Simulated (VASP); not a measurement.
Set up this calculation in VASP 6.6.1, as the native input.

* Task: relaxation of shape and atoms at fixed volume
* Functional: PBE
* Potentials or basis: VASP PAW PBE potentials, release 64 (Hf_pv, N)
* Cutoff: 600 eV
* k mesh: 14 × 14 × 12
* Occupations: gaussian, width 0.05 eV
* Spin: no spin polarisation
* Dipole correction: no
* Further INCAR settings: ALGO = Normal; EDIFF = 1e-07; IBRION = 2; EDIFFG = -0.01; NSW = 60; ISIF = 4

The structure of HfN lies in POSCAR:

```
HfN
1.0
    3.2045973951      0.0000000000      0.0000000000
   -1.6022986975      2.7752627530      0.0000000000
    0.0000000000      0.0000000000      2.9966348692
Hf N
1 1
Direct
    0.0000000000      0.0000000000      0.0000000000
    0.6666666667      0.3333333333      0.5000000000
```

This cell differs from its parent crystal: volume scaled by 1.100.

These files were run (other wordings do the same):

INCAR

```
SYSTEM = HfN
ALGO = Normal
EDIFF = 1E-7
EDIFFG = -0.01
ENCUT = 600
GGA = PE
GGA_COMPAT = .FALSE.
IBRION = 2
ISIF = 4
ISMEAR = 0
LASPH = .TRUE.
LCHARG = .FALSE.
LREAL = .FALSE.
LWAVE = .FALSE.
NELM = 120
NELMIN = 4
NSW = 60
PREC = Accurate
SIGMA = 0.05
```

KPOINTS

```
k-points
0
G
  14 14 12
  0 0 0
```

Potentials or basis: VASP PAW PBE potentials, release 64 (Hf_pv, N).

The run is started by

```console
$ cat potpaw_PBE.64/Hf_pv/POTCAR potpaw_PBE.64/N/POTCAR > POTCAR
$ mpirun -np 1 vasp_std > vasp.out
```

Results of the run:

The energy gained by relaxing is 0.1 meV/atom, the ionic steps are 3 and the pressure after relaxing is -20.1 GPa.

Wall time 88 s on 1 thread of Intel(R) Xeon(R) Platinum 8259CL CPU @ 2.50GHz (Skylake/Cascade Lake), on a shared host, peak memory 0.21 GiB.
